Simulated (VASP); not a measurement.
Here is a VASP 6.6.1 calculation.

The input POSCAR:

```
W
1.0
   -1.7250840000      1.7250840000      1.5334080000
    1.7250840000     -1.7250840000      1.5334080000
    1.7250840000      1.7250840000     -1.5334080000
W
1
Direct
    0.0000000000      0.0000000000      0.0000000000
```

File INCAR.step1:

```
SYSTEM = W
ALGO = Normal
EDIFF = 1E-4
ENCUT = 520
GGA = PE
ISMEAR = 0
LASPH = .TRUE.
LCHARG = .FALSE.
LREAL = .FALSE.
LWAVE = .TRUE.
NBANDS = 13
NELM = 100
PREC = Accurate
SIGMA = 0.15
```

File INCAR.step2:

```
SYSTEM = W
ALGO = Normal
EDIFF = 1E-6
ENCUT = 520
ISIF = 2
ISMEAR = 0
ISTART = 1
LASPH = .TRUE.
LCHARG = .FALSE.
LMIXTAU = .TRUE.
LREAL = .FALSE.
LWAVE = .FALSE.
METAGGA = R2SCAN
NBANDS = 13
NELM = 100
PREC = Accurate
SIGMA = 0.15
```

KPOINTS

```
k-points
0
G
  14 14 14
  0 0 0
```

Potentials or basis: VASP PAW PBE potentials, release 64 (W_sv).

Launch:

```sh
$ cat potpaw_PBE.64/W_sv/POTCAR > POTCAR
$ cp INCAR.step1 INCAR
$ mpirun -np 1 vasp_std > vasp.out
$ cp INCAR.step2 INCAR
$ mpirun -np 1 vasp_std > vasp.out
```

Problem. Estimate the band gap on the k mesh.

Solution. Zero (band 7 reaches 13.65 eV, above the bottom of band 8 at 8.36 eV).

Problem. What does it give for the pressure?

Solution. -30.3 GPa.

Stress tensor (GPa, compression positive):
```
-39.73   0.00   0.00
  0.00 -39.73   0.00
  0.00   0.00 -11.57
```

Caveat: the cell differs from its parent crystal (strain +0.080 along x and y, -0.040 along z); the PAW data sets were made with another functional, which shifts forces and pressure a little; spin-orbit coupling is left out, which moves the levels of the heavy elements.
